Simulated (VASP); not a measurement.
# ZnS (F-43m) in VASP: further runs, part 2 of 2

VASP 6.6.1. The steps go on from the part before.

## Step 3: Single point, RPBE

INCAR

```
SYSTEM = ZnS
PREC = Accurate
ENCUT = 520
EDIFF = 1E-7
ISMEAR = 0
SIGMA = 0.02
LREAL = .FALSE.
LASPH = .TRUE.
NELM = 80
ALGO = Normal
ISIF = 2
LWAVE = .FALSE.
LCHARG = .FALSE.
GGA = RP
NBANDS = 16
```

KPOINTS

```
regular mesh
0
G
  8 8 8
  0 0 0
```

POSCAR

```
ZnS
1.0
    0.0000000000      2.7211786305      2.7211786305
    2.7211786305      0.0000000000      2.7211786305
    2.7211786305      2.7211786305      0.0000000000
Zn S
1 1
Direct
    0.0000000000      0.0000000000      0.0000000000
    0.2500000000      0.2500000000      0.2500000000
```

Potentials or basis: VASP PAW PBE potentials, release 64 (Zn, S).

Run with:

```
cat potpaw_PBE.64/Zn/POTCAR potpaw_PBE.64/S/POTCAR > POTCAR
mpirun -np 1 vasp_std > vasp.out
```

OUTCAR:

```text
SYSTEM = ZnS
   PREC = Accurate
   ENCUT = 520
   EDIFF = 1E-7
   ISMEAR = 0
   LREAL = .FALSE.
   LASPH = .TRUE.
   NELM = 80
   ISIF = 2
   GGA = RP

 ion  position               nearest neighbor table
   1  0.000  0.000  0.000-   2 2.36   2 2.36   2 2.36   2 2.36
   2  0.250  0.250  0.250-   1 2.36   1 2.36   1 2.36   1 2.36

  LATTYP: Found a face centered cubic cell.
 ALAT       =     5.4423572610

  Lattice vectors:

 A1 = (   0.0000000000,   2.7211786305,   2.7211786305)
 A2 = (   2.7211786305,   0.0000000000,   2.7211786305)
 A3 = (   2.7211786305,   2.7211786305,   0.0000000000)

Analysis of symmetry for initial positions (statically):
=====================================================================
 Subroutine PRICEL returns:
 Original cell was already a primitive cell.

 Routine SETGRP: Setting up the symmetry group for a
 face centered cubic supercell.

 Subroutine GETGRP returns: Found 24 space group operations
 (whereof 24 operations were pure point group operations)
 out of a pool of 48 trial point group operations.

The static configuration has the point symmetry T_d .

Analysis of symmetry for dynamics (positions and initial velocities):
=====================================================================
 Subroutine PRICEL returns:
 Original cell was already a primitive cell.

 Routine SETGRP: Setting up the symmetry group for a
 face centered cubic supercell.

 Subroutine GETGRP returns: Found 24 space group operations
 (whereof 24 operations were pure point group operations)
 out of a pool of 48 trial point group operations.

The dynamic configuration has the point symmetry T_d .

 Subroutine INISYM returns: Found 24 space group operations
 (whereof 24 operations are pure point group operations),
 and found     1 'primitive' translations

----------------------------------------------------------------------------------------

                                     Primitive cell

  volume of cell :      40.2996

  direct lattice vectors                    reciprocal lattice vectors
     0.000000000  2.721178630  2.721178630    -0.183743909  0.183743909  0.183743909
     2.721178630  0.000000000  2.721178630     0.183743909 -0.183743909  0.183743909
     2.721178630  2.721178630  0.000000000     0.183743909  0.183743909 -0.183743909

  length of vectors
     3.848327725  3.848327725  3.848327725     0.318253787  0.318253787  0.318253787

  position of ions in fractional coordinates (direct lattice)
     0.000000000  0.000000000  0.000000000
     0.250000000  0.250000000  0.250000000

  ion indices of the primitive-cell ions
   primitive index   ion index
                 1           1
                 2           2

----------------------------------------------------------------------------------------

 KPOINTS: regular mesh

Automatic generation of k-mesh.
 Grid dimensions read from file:
 generate k-points for:    8    8    8

 Generating k-lattice:

  Cartesian coordinates                     Fractional coordinates (reciprocal lattice)
    -0.022967989  0.022967989  0.022967989     0.125000000  0.000000000  0.000000000
     0.022967989 -0.022967989  0.022967989     0.000000000  0.125000000  0.000000000
     0.022967989  0.022967989 -0.022967989     0.000000000  0.000000000  0.125000000

  Length of vectors
     0.039781723  0.039781723  0.039781723

  Shift w.r.t. Gamma in fractional coordinates (k-lattice)
     0.000000000  0.000000000  0.000000000

 Subroutine IBZKPT returns following result:
 ===========================================

 Found     29 irreducible k-points:

 Following reciprocal coordinates:
            Coordinates               Weight
  0.000000  0.000000  0.000000      1.000000
  0.125000  0.000000  0.000000      8.000000
  0.250000  0.000000  0.000000      8.000000
  0.375000  0.000000  0.000000      8.000000
  0.500000  0.000000  0.000000      4.000000
  0.125000  0.125000  0.000000      6.000000
[... 16 lines left out ...]
  0.500000  0.250000  0.125000     48.000000
 -0.375000  0.250000  0.125000     24.000000
 [... further k-points ...]
   k-points           NKPTS =     29   k-points in BZ     NKDIM =     29   number of bands    NBANDS=     16
   number of dos      NEDOS =    301   number of ions     NIONS =      2
   total plane-waves  NPLWV =  27000
   dimension x,y,z NGX =    30 NGY =   30 NGZ =   30
   dimension x,y,z NGXF=    60 NGYF=   60 NGZF=   60
   ions per type =               1   1
   NGX,Y,Z   is equivalent  to a cutoff of  12.96, 12.96, 12.96 a.u.
   NGXF,Y,Z  is equivalent  to a cutoff of  25.92, 25.92, 25.92 a.u.
 SYSTEM =  ZnS
   PREC   = accura    normal or accurate (medium, high low for compatibility)
   ISTART =      0    job   : 0-new  1-cont  2-samecut
   ICHARG =      2    charge: 1-file 2-atom 10-const
   ISPIN  =      1    spin polarized calculation?
   LNONCOLLINEAR =      F non collinear calculations
   LSORBIT =      F    spin-orbit coupling
   LASPH  =      T    aspherical Exc in radial PAW
   ENCUT  =  520.0 eV  38.22 Ry    6.18 a.u.   7.16  7.16  7.16*2*pi/ulx,y,z
   NELM   =     80;   NELMIN=  2; NELMDL= -5     # of ELM steps
   EDIFF  = 0.1E-06   stopping-criterion for ELM
   LREAL  =      F    real-space projection
   EDIFFG = 0.1E-05   stopping-criterion for IOM
   NSW    =      0    number of steps for IOM
   IBRION =     -1    ionic relax: 0-MD 1-quasi-New 2-CG
   NFREE  =      0    steps in history (QN), initial steepest desc. (CG)
   ISIF   =      2    stress and relaxation
   ISYM   =      2    0-nonsym 1-usesym 2-fastsym
   POTIM  = 0.5000    time-step for ionic-motion
   TEBEG  =    0.0;   TEEND  =   0.0 temperature during run
   PSTRESS=    0.0 pullay stress
   NELECT =      18.0000    total number of electrons
   NUPDOWN=      -1.0000    fix difference up-down
   EMIN   =  10.00;   EMAX   =-10.00  energy-range for DOS
   EFERMI =   0.00;   METHOD = LEGACY
   ISMEAR =     0;   SIGMA  =   0.02  broadening in eV -4-tet -1-fermi 0-gaus
   EFERMI_NEDOS =   21; number of points for ismear=-14 and -15
   IALGO  =     38    algorithm
   IMIX   =      4    mixing-type and parameters
     AMIX     =   0.40;   BMIX     =  1.00
     AMIX_MAG =   1.60;   BMIX_MAG =  1.00
  volume/ion in A,a.u.               =      20.15       135.98
  Fermi-wavevector in a.u.,A,eV,Ry     =   1.251407  2.364817 21.306992  1.566020
  Thomas-Fermi vector in A             =   2.385356
   LORBIT       =      0    0 simple, 1 ext, 2 COOP (PROOUT), +10 PAW based schemes
   GGA     = RP    functional components
   LHFCALC =     F    Hartree Fock is set to
   AEXX    =    0.0000 exact exchange contribution
   IVDW    =     0    specifies the selected vdW correction
   LEPSILON=     F    determine dielectric tensor
   LRPA    =     F    only Hartree local field effects (RPA)
 non-spin polarized calculation
 Gauss-broadening in eV      SIGMA  =   0.02
  energy-cutoff  :      520.00
  volume of cell :       40.30
 maximum number of plane-waves:      1106
 NGX is ok and might be reduce to    30
   NGX = 15   NGY = 15   NGZ = 15

 number of electron      18.0000008 magnetization

 Free energy of the ion-electron system (eV)
  ---------------------------------------------------
  ext. energy  EPLUGINS =         0.00000000
  ---------------------------------------------------
  free energy    TOTEN  =        -6.19242199 eV

  energy without entropy =       -6.19242199  energy(sigma->0) =       -6.19242199

 E-fermi :   2.1739     XC(G=0):  -9.3062

 val. band max:        2.0251658699   @ k =   0.0000   0.0000   0.0000
 cond. band min:       4.2150343584   @ k =   0.0000   0.0000   0.0000
 fundamental gap:      2.1898684884
 Fermi energy:         2.1738688088

 k-point     1 :       0.0000    0.0000    0.0000
  band No.  band energies     occupation
      1     -10.9529      2.00000
      2      -4.1860      2.00000
      3      -4.1860      2.00000
      4      -4.1860      2.00000
      5      -3.7079      2.00000
      6      -3.7079      2.00000
[... 8 lines left out ...]
     15      13.7393      0.00000
     16      14.0484      0.00000

 k-point     2 :       0.1250    0.0000    0.0000
  band No.  band energies     occupation
      1     -10.8417      2.00000
      2      -4.1820      2.00000
      3      -4.1659      2.00000
      4      -4.1659      2.00000
      5      -3.7093      2.00000
      6      -3.7093      2.00000
[... 8 lines left out ...]
     15      13.1940      0.00000
     16      14.8204      0.00000
[... 387 lines left out ...]
      5      -3.6896      2.00000
      6      -3.6355      2.00000
[... 8 lines left out ...]
     15      15.7639      0.00000
     16      16.2851      0.00000

 k-point    24 :      -0.3750    0.2500    0.1250
  band No.  band energies     occupation
      1      -9.9308      2.00000
      2      -4.0599      2.00000
      3      -4.0074      2.00000
      4      -3.7540      2.00000
      5      -3.6952      2.00000
      6      -3.4496      2.00000
[... 8 lines left out ...]
     15      15.4934      0.00000
     16      16.2115      0.00000

 [... further k-points ...]
[... 5 lines left out ...]
  --------------------------------------------------------------------------------------
  -------------------------------------------------------------------------------------
  Total        0.6794945      0.6794945      0.6794945      0.0000000     -0.0000000     -0.0000000
  in kB       27.0144035     27.0144035     27.0144035      0.0000000     -0.0000000     -0.0000000
  external PRESSURE =      27.0144035 kB  Pullay stress =       0.0000000 kB

 VOLUME and BASIS-vectors are now :
 -----------------------------------------------------------------------------
  energy-cutoff  :      520.00
  volume of cell :       40.30
      direct lattice vectors                 reciprocal lattice vectors
     0.000000000  2.721178630  2.721178630    -0.183743909  0.183743909  0.183743909
     2.721178630  0.000000000  2.721178630     0.183743909 -0.183743909  0.183743909
     2.721178630  2.721178630  0.000000000     0.183743909  0.183743909 -0.183743909

 POSITION                                       TOTAL-FORCE (eV/Angst)
 -----------------------------------------------------------------------------------
      0.00000      0.00000      0.00000         0.000000      0.000000      0.000000
      1.36059      1.36059      1.36059        -0.000000     -0.000000     -0.000000
 -----------------------------------------------------------------------------------
    total drift:                                0.000000      0.000000      0.000000

  FREE ENERGIE OF THE ION-ELECTRON SYSTEM (eV)
  ---------------------------------------------------
  free  energy   TOTEN  =        -6.1924219903 eV

  energy  without entropy=       -6.1924219903  energy(sigma->0) =       -6.19242199
```

stdout:

```text
POSCAR found type information on POSCAR ZnS
 POSCAR found :  2 types and       2 ions
 scaLAPACK will be used
 -----------------------------------------------------------------------------
|                                                                             |
|                                                                             |
|     You enforced a specific xc type in the INCAR file but a different       |
|     I HOPE YOU KNOW WHAT YOU ARE DOING!                                     |
|                                                                             |
 -----------------------------------------------------------------------------

 LDA part: xc-table for (Slater+PW92), standard interpolation
 POSCAR, INCAR and KPOINTS ok, starting setup
 FFT: planning ... GRIDC
 FFT: planning ... GRID_SOFT
 FFT: planning ... GRID
 WAVECAR not read
 entering main loop
```

Run time: 18 s. Hardware: 1 thread of Intel Xeon 6975P-C, shared host; peak memory 0.17 GiB.

What came out:

```
Free energy            : -6.1924 eV
Pressure               : 2.7 GPa
Band gap on the k mesh : 2.19 eV, direct
```

Caveat: the PAW data sets were made with another functional, which shifts forces and pressure a little.

## Step 4: Relaxation of cell and atoms, PBE

This run uses another cell than the first one, of 19.55 Å³/atom, 0.970 times its volume.

INCAR

```
SYSTEM = ZnS
ALGO = Normal
EDIFF = 1E-7
EDIFFG = -0.005
ENCUT = 600
GGA = PE
IBRION = 2
ISIF = 3
ISMEAR = 0
LASPH = .True.
LCHARG = .False.
LREAL = .False.
LWAVE = .False.
NELM = 60
NSW = 100
PREC = Accurate
SIGMA = 0.02
```

KPOINTS

```
k-points
0
Gamma
  8 8 8
  0 0 0
```

POSCAR

```
ZnS
1.0
    0.0000000000      2.6936828773      2.6936828773
    2.6936828773      0.0000000000      2.6936828773
    2.6936828773      2.6936828773      0.0000000000
Zn S
1 1
Direct
    0.0000000000      0.0000000000      0.0000000000
    0.2500000000      0.2500000000      0.2500000000
```

Run with:

```
cat potpaw_PBE.64/Zn/POTCAR potpaw_PBE.64/S/POTCAR > POTCAR
mpirun -np 1 vasp_std > vasp.out
```

Run time: 35 s. Hardware: 1 thread of Intel Xeon 6975P-C, shared host; peak memory 0.18 GiB.

The run converged. Its results:

| Quantity | Value |
| --- | --- |
| Free energy | -6.8521 eV |
| Relaxed volume | 20.20 Å³/atom |
| Relaxed cell | a = 3.852 Å, b = 3.852 Å, c = 3.852 Å, α = 60.00°, β = 60.00°, γ = 60.00° |
| Space group after relaxing (to 0.05 Å) | F-43m (No. 216) |
| Energy gained by relaxing | 4.9 meV/atom |
| Ionic steps | 3 |
| Pressure after relaxing | 0.0 GPa |
| Band gap on the k mesh | 2.01 eV, direct |

Step by step:
| step | energy change (eV) | largest force (eV/Å) | pressure (GPa) | volume (Å³) |
| --- | --- | --- | --- | --- |
| 1 | 0.0000 | 0.0000 | 2.49 | 39.09 |
| 2 | -0.0089 | 0.0000 | -0.71 | 40.83 |
| 3 | -0.0099 | 0.0000 | 0.01 | 40.40 |

Final structure:
```yaml
crystal:
  lattice:
    - [0.00000, 2.72354, 2.72354]
    - [2.72354, 0.00000, 2.72354]
    - [2.72354, 2.72354, 0.00000]
  atoms:
    - { symbol: Zn, position: [0.00000, 0.00000, 0.00000] }
    - { symbol: S, position: [0.25000, 0.25000, 0.25000] }
```

Levels at points of the mesh, in eV from the valence-band top:
```csv
k point,band 7,band 8,band 9,band 10,band 11,band 12
"(0.00, 0.00, 0.00)",0.00,0.00,0.00,2.01,6.41,6.41
"(0.50, 0.00, 0.00)",-5.14,-0.83,-0.83,3.26,6.94,6.94
"(0.50, 0.50, 0.00)",-4.47,-2.13,-2.13,3.46,4.07,10.81
```

Expect the measured gap to be larger: semilocal functionals such as PBE lack the derivative discontinuity.

## Step 5: Overview

```tsv
task	level	cell	cutoff (eV)	gap on the mesh (eV)	pressure (GPa)
single point	PBE	a = 3.848 Å, angles 60.0°, 2 atoms	520	2.02	0.2
single point	RPBE	a = 3.848 Å, angles 60.0°, 2 atoms	520	2.19	2.7
relaxation of cell and atoms	PBE	relaxed from a = 3.809 Å, angles 60.0°, 2 atoms	600	2.01	0.0
```

Alike in all rows: potentials or basis VASP PAW PBE potentials, release 64 (Zn, S); no spin polarisation; k mesh 8 × 8 × 8; smearing gaussian 0.02 eV.

Caveats: the PAW data sets were made with another functional, which shifts forces and pressure a little (some runs).

Absolute energies hang on the potentials; compare differences alone.
